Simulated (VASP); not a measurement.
# Be3Se2 (P6/mmm) in VASP: density of states with PBE

Aim: the density of states of Be3Se2 with PBE.

Program: VASP 6.6.1. These are calculated values, not measurements. Logs are shortened: lines on timing, memory, paths and dates and some standing lists are left out, and cuts for length are marked.

## 1. The cell of the first run

It takes space group P6/mmm (No. 191, hexagonal). The conventional cell has a = 7.193 Å, b = 7.193 Å, c = 3.562 Å, α = 90.00°, β = 90.00°, γ = 120.00°. Within 2.7 Å of Be (site symmetry mmm) lie 2 Se at 2.08 Å. Within 2.7 Å of Se (site symmetry -6m2) lie 3 Be at 2.08 Å.

## 2. Density of states, PBE

The input, POSCAR:

```
Be3Se2
1.0
    7.1928232840      0.0000000000      0.0000000000
   -3.5964116420      6.2291676888      0.0000000000
    0.0000000000      0.0000000000      3.5624665613
Be Se
3 2
Direct
    0.5000000000      0.0000000000      0.0000000000
    0.0000000000      0.5000000000      0.0000000000
    0.5000000000      0.5000000000      0.0000000000
    0.3333333333      0.6666666667      0.0000000000
    0.6666666667      0.3333333333      0.0000000000
```

The input, INCAR.step1:

```
SYSTEM = Be3Se2
PREC     = Accurate       ! precision mode
ENCUT    = 520            ! plane-wave cutoff, eV
EDIFF    = 1E-7           ! SCF threshold, eV
ISMEAR   = 0              ! smearing method
SIGMA    = 0.1            ! smearing width, eV
LREAL    = .False.        ! projectors in reciprocal space
LASPH    = .True.         ! aspherical terms in the spheres
NELM     = 100            ! most SCF steps
ALGO     = Normal         ! electronic algorithm
ISIF     = 2              ! what is computed and relaxed
LWAVE    = .False.        ! write WAVECAR
LCHARG   = .True.         ! write CHGCAR
GGA      = PE             ! functional
NBANDS   = 17             ! bands
```

The input, KPOINTS.step1:

```
regular mesh
0
Gamma
  6 6 10
  0 0 0
```

The input, INCAR.step2:

```
SYSTEM = Be3Se2
PREC     = Accurate       ! precision mode
ENCUT    = 520            ! plane-wave cutoff, eV
EDIFF    = 1E-7           ! SCF threshold, eV
ISMEAR   = -5             ! smearing method
SIGMA    = 0.1            ! smearing width, eV
LREAL    = .False.        ! projectors in reciprocal space
LASPH    = .True.         ! aspherical terms in the spheres
NELM     = 100            ! most SCF steps
ALGO     = Normal         ! electronic algorithm
ISIF     = 2              ! what is computed and relaxed
LWAVE    = .False.        ! write WAVECAR
LCHARG   = .False.        ! write CHGCAR
GGA      = PE             ! functional
LORBIT   = 11             ! projections on sites
NEDOS    = 2001           ! points of the DOS
ICHARG   = 11             ! starting density
```

The input, KPOINTS.step2:

```
regular mesh
0
Gamma
  9 9 15
  0 0 0
```

Potentials or basis: VASP PAW PBE potentials, release 64 (Be, Se).

The run is started by

```sh
cat potpaw_PBE.64/Be/POTCAR potpaw_PBE.64/Se/POTCAR > POTCAR
cp INCAR.step1 INCAR
cp KPOINTS.step1 KPOINTS
mpirun -np 1 vasp_std > vasp.out
cp INCAR.step2 INCAR
cp KPOINTS.step2 KPOINTS
mpirun -np 1 vasp_std > vasp.out
```

OUTCAR:

```text
SYSTEM = Be3Se2
   PREC = Accurate
   ENCUT = 520
   EDIFF = 1E-7
   ISMEAR = -5
   LREAL = .False.
   LASPH = .True.
   NELM = 100
   ISIF = 2
   GGA = PE
   LORBIT = 11
   ICHARG = 11

 ion  position               nearest neighbor table
   1  0.500  0.000  0.000-   4 2.08   5 2.08
   2  0.000  0.500  0.000-   4 2.08   5 2.08
   3  0.500  0.500  0.000-   4 2.08   5 2.08
   4  0.333  0.667  0.000-   1 2.08   2 2.08   3 2.08
   5  0.667  0.333  0.000-   1 2.08   2 2.08   3 2.08

  LATTYP: Found a hexagonal cell.
 ALAT       =     7.1928232840
 C/A-ratio  =     0.4952807014

  Lattice vectors:

 A1 = (   7.1928232840,   0.0000000000,   0.0000000000)
 A2 = (  -3.5964116420,   6.2291676888,   0.0000000000)
 A3 = (   0.0000000000,   0.0000000000,   3.5624665613)

Analysis of symmetry for initial positions (statically):
=====================================================================
 Subroutine PRICEL returns:
 Original cell was already a primitive cell.

 Routine SETGRP: Setting up the symmetry group for a
 hexagonal supercell.

 Subroutine GETGRP returns: Found 24 space group operations
 (whereof 24 operations were pure point group operations)
 out of a pool of 24 trial point group operations.

The static configuration has the point symmetry D_6h.

Analysis of symmetry for dynamics (positions and initial velocities):
=====================================================================
 Subroutine PRICEL returns:
 Original cell was already a primitive cell.

 Routine SETGRP: Setting up the symmetry group for a
 hexagonal supercell.

 Subroutine GETGRP returns: Found 24 space group operations
 (whereof 24 operations were pure point group operations)
 out of a pool of 24 trial point group operations.

The dynamic configuration has the point symmetry D_6h.

 Subroutine INISYM returns: Found 24 space group operations
 (whereof 24 operations are pure point group operations),
 and found     1 'primitive' translations

----------------------------------------------------------------------------------------

                                     Primitive cell

  volume of cell :     159.6174

  direct lattice vectors                    reciprocal lattice vectors
     7.192823284  0.000000000  0.000000000     0.139027467  0.080267545  0.000000000
    -3.596411642  6.229167689  0.000000000     0.000000000  0.160535091  0.000000000
     0.000000000  0.000000000  3.562466561     0.000000000  0.000000000  0.280704389

  length of vectors
     7.192823284  7.192823284  3.562466561     0.160535091  0.160535091  0.280704389

  position of ions in fractional coordinates (direct lattice)
     0.500000000  0.000000000  0.000000000
     1.000000000  0.500000000  0.000000000
     0.500000000  0.500000000  0.000000000
     0.333333333  0.666666667  0.000000000
     0.666666667  0.333333333  0.000000000

  ion indices of the primitive-cell ions
   primitive index   ion index
                 1           1
                 2           2
                 3           3
                 4           4
                 5           5

----------------------------------------------------------------------------------------

 KPOINTS: regular mesh

Automatic generation of k-mesh.
 Grid dimensions read from file:
 generate k-points for:    9    9   15

 Generating k-lattice:

  Cartesian coordinates                     Fractional coordinates (reciprocal lattice)
     0.015447496  0.008918616  0.000000000     0.111111111  0.000000000  0.000000000
     0.000000000  0.017837232  0.000000000     0.000000000  0.111111111  0.000000000
     0.000000000  0.000000000  0.018713626     0.000000000  0.000000000  0.066666667

  Length of vectors
     0.017837232  0.017837232  0.018713626

  Shift w.r.t. Gamma in fractional coordinates (k-lattice)
     0.000000000  0.000000000  0.000000000

 TETIRR: Found   1191 inequivalent tetrahedra from     7290

 Subroutine IBZKPT returns following result:
 ===========================================

 Found     96 irreducible k-points:

 Following reciprocal coordinates:
            Coordinates               Weight
  0.000000  0.000000  0.000000      1.000000
  0.111111  0.000000  0.000000      6.000000
  0.222222  0.000000  0.000000      6.000000
  0.333333  0.000000  0.000000      6.000000
  0.444444  0.000000  0.000000      6.000000
  0.111111  0.111111  0.000000      6.000000
[... 16 lines left out ...]
  0.333333  0.222222  0.066667     24.000000
  0.333333  0.333333  0.066667      4.000000
 [... further k-points ...]
   k-points           NKPTS =     96   k-points in BZ     NKDIM =     96   number of bands    NBANDS=     13
   number of dos      NEDOS =   2001   number of ions     NIONS =      5
   total plane-waves  NPLWV =  81648
   dimension x,y,z NGX =    54 NGY =   54 NGZ =   28
   dimension x,y,z NGXF=   108 NGYF=  108 NGZF=   56
   ions per type =               3   2
   NGX,Y,Z   is equivalent  to a cutoff of  12.48, 12.48, 13.07 a.u.
   NGXF,Y,Z  is equivalent  to a cutoff of  24.96, 24.96, 26.13 a.u.
 SYSTEM =  Be3Se2
   PREC   = accura    normal or accurate (medium, high low for compatibility)
   ISTART =      0    job   : 0-new  1-cont  2-samecut
   ICHARG =     11    charge: 1-file 2-atom 10-const
   ISPIN  =      1    spin polarized calculation?
   LNONCOLLINEAR =      F non collinear calculations
   LSORBIT =      F    spin-orbit coupling
   LASPH  =      T    aspherical Exc in radial PAW
   ENCUT  =  520.0 eV  38.22 Ry    6.18 a.u.  13.37 13.37  6.62*2*pi/ulx,y,z
   NELM   =    100;   NELMIN=  2; NELMDL=  0     # of ELM steps
   EDIFF  = 0.1E-06   stopping-criterion for ELM
   LREAL  =      F    real-space projection
   EDIFFG = 0.1E-05   stopping-criterion for IOM
   NSW    =      0    number of steps for IOM
   IBRION =     -1    ionic relax: 0-MD 1-quasi-New 2-CG
   NFREE  =      0    steps in history (QN), initial steepest desc. (CG)
   ISIF   =      2    stress and relaxation
   ISYM   =      2    0-nonsym 1-usesym 2-fastsym
   POTIM  = 0.5000    time-step for ionic-motion
   TEBEG  =    0.0;   TEEND  =   0.0 temperature during run
   PSTRESS=    0.0 pullay stress
   NELECT =      18.0000    total number of electrons
   NUPDOWN=      -1.0000    fix difference up-down
   EMIN   =  10.00;   EMAX   =-10.00  energy-range for DOS
   EFERMI =   0.00;   METHOD = LEGACY
   ISMEAR =    -5;   SIGMA  =   0.10  broadening in eV -4-tet -1-fermi 0-gaus
   EFERMI_NEDOS =   21; number of points for ismear=-14 and -15
   IALGO  =     38    algorithm
   IMIX   =      4    mixing-type and parameters
     AMIX     =   0.40;   BMIX     =  1.00
     AMIX_MAG =   1.60;   BMIX_MAG =  1.00
  volume/ion in A,a.u.               =      31.92       215.43
  Fermi-wavevector in a.u.,A,eV,Ry     =   0.790932  1.494644  8.511435  0.625573
  Thomas-Fermi vector in A             =   1.896371
   LORBIT       =     11    0 simple, 1 ext, 2 COOP (PROOUT), +10 PAW based schemes
   GGA     = PE    functional components
   LHFCALC =     F    Hartree Fock is set to
   AEXX    =    0.0000 exact exchange contribution
   IVDW    =     0    specifies the selected vdW correction
   LEPSILON=     F    determine dielectric tensor
   LRPA    =     F    only Hartree local field effects (RPA)
 non-spin polarized calculation
 Fermi weights with tetrahedron method with Bloechl corrections
  energy-cutoff  :      520.00
  volume of cell :      159.62
 maximum number of plane-waves:      4334
 NGX is ok and might be reduce to    54

 number of electron      18.0000001 magnetization

 Free energy of the ion-electron system (eV)
  ---------------------------------------------------
  ext. energy  EPLUGINS =         0.00000000
  ---------------------------------------------------
  free energy    TOTEN  =       -14.61372474 eV

  energy without entropy =      -14.61372474  energy(sigma->0) =      -14.61372474

 E-fermi :   1.3247     XC(G=0):  -6.5367

 val. band max:        1.3341171466   @ k =   0.3333   0.2222   0.3333
 cond. band min:       1.2994072275   @ k =   0.1111   0.1111   0.4000
 fundamental gap:     -0.0347099191
 Fermi energy:         1.3246531156

 k-point     1 :       0.0000    0.0000    0.0000
  band No.  band energies     occupation
      1     -13.9179      2.00000
      2     -13.7916      2.00000
      3      -5.5251      2.00000
      4      -5.5250      2.00000
      5      -4.7536      2.00000
      6      -4.7536      2.00000
      7      -1.2610      2.00000
      8      -0.4105      2.00000
      9       0.1769      2.00000
     10       1.4006      0.00000
     11       1.4006      0.00000
     12       4.0668      0.00000
     13       4.3165      0.00000

 k-point     2 :       0.1111    0.0000    0.0000
  band No.  band energies     occupation
      1     -13.9145      2.00000
      2     -13.7950      2.00000
      3      -5.5436      2.00000
      4      -5.5181      2.00000
      5      -4.7701      2.00000
      6      -4.7269      2.00000
      7      -1.2429      2.00000
      8      -0.4400      2.00000
      9       0.2742      2.00000
     10       1.3276      1.01762
     11       1.4122      0.00000
     12       3.7026      0.00000
     13       4.2139      0.00000
[... 321 lines left out ...]
 k-point    23 :       0.3333    0.2222    0.0667
  band No.  band energies     occupation
      1     -13.8528      2.00000
      2     -13.8245      2.00000
      3      -5.6905      2.00000
      4      -5.2961      2.00000
      5      -5.0213      2.00000
      6      -4.4679      2.00000
      7      -1.1840      2.00000
      8      -0.9834      2.00000
      9       0.7834      2.00000
     10       1.6359     -0.03374
     11       1.6754      0.00000
     12       2.7108      0.00000
     13       2.9526      0.00000

 k-point    24 :       0.3333    0.3333    0.0667
  band No.  band energies     occupation
      1     -13.8386      2.00000
      2     -13.8386      2.00000
      3      -5.7088      2.00000
      4      -5.1614      2.00000
      5      -5.1614      2.00000
      6      -4.4429      2.00000
      7      -1.0860      2.00000
      8      -1.0860      2.00000
      9       0.7496      2.00000
     10       1.7341      0.00000
     11       1.7342      0.00000
     12       2.7915      0.00000
     13       2.7916      0.00000

 [... further k-points ...]
[... 5 lines left out ...]
  --------------------------------------------------------------------------------------
  -------------------------------------------------------------------------------------
  Total       -0.0193550     -0.0193550      0.1103738     -0.0000000     -0.0000000      0.0000000
  in kB       -0.1942778     -0.1942778      1.1078888     -0.0000000     -0.0000000      0.0000000
  external PRESSURE =       0.2397777 kB  Pullay stress =       0.0000000 kB

 VOLUME and BASIS-vectors are now :
 -----------------------------------------------------------------------------
  energy-cutoff  :      520.00
  volume of cell :      159.62
      direct lattice vectors                 reciprocal lattice vectors
     7.192823284  0.000000000  0.000000000     0.139027467  0.080267545  0.000000000
    -3.596411642  6.229167689  0.000000000     0.000000000  0.160535091  0.000000000
     0.000000000  0.000000000  3.562466561     0.000000000  0.000000000  0.280704389

 POSITION                                       TOTAL-FORCE (eV/Angst)
 -----------------------------------------------------------------------------------
      3.59641      0.00000      0.00000         0.000000      0.000000      0.000000
     -1.79821      3.11458      0.00000         0.000000      0.000000      0.000000
      1.79821      3.11458      0.00000         0.000000      0.000000      0.000000
     -0.00000      4.15278      0.00000        -0.000000      0.000000     -0.000000
      3.59641      2.07639      0.00000        -0.000000     -0.000000      0.000000
 -----------------------------------------------------------------------------------
    total drift:                                0.000000     -0.000000     -0.000000

  FREE ENERGIE OF THE ION-ELECTRON SYSTEM (eV)
  ---------------------------------------------------
  free  energy   TOTEN  =       -14.6137247386 eV

  energy  without entropy=      -14.6137247386  energy(sigma->0) =      -14.61372474

 total charge

# of ion       s       p       d       tot
------------------------------------------
    1        0.408   0.512   0.000   0.919
    2        0.408   0.512   0.000   0.919
    3        0.408   0.512   0.000   0.919
    4        1.428   2.496   0.049   3.973
    5        1.428   2.496   0.049   3.973
--------------------------------------------------
tot          4.078   6.527   0.097  10.703
```

Run time: 2.2 min. Hardware: 1 thread of AMD EPYC 9R45 (Zen 5), shared host; peak memory 0.35 GiB.

Results:

```
Valence electrons inside the program's atomic spheres : Be 0.92; Se 3.97
```

Caveat: this functional lacks dispersion, which binds the layers, so the pressure and a relaxed spacing across them are unreliable; tetrahedron occupations give inexact forces and stress in metals.
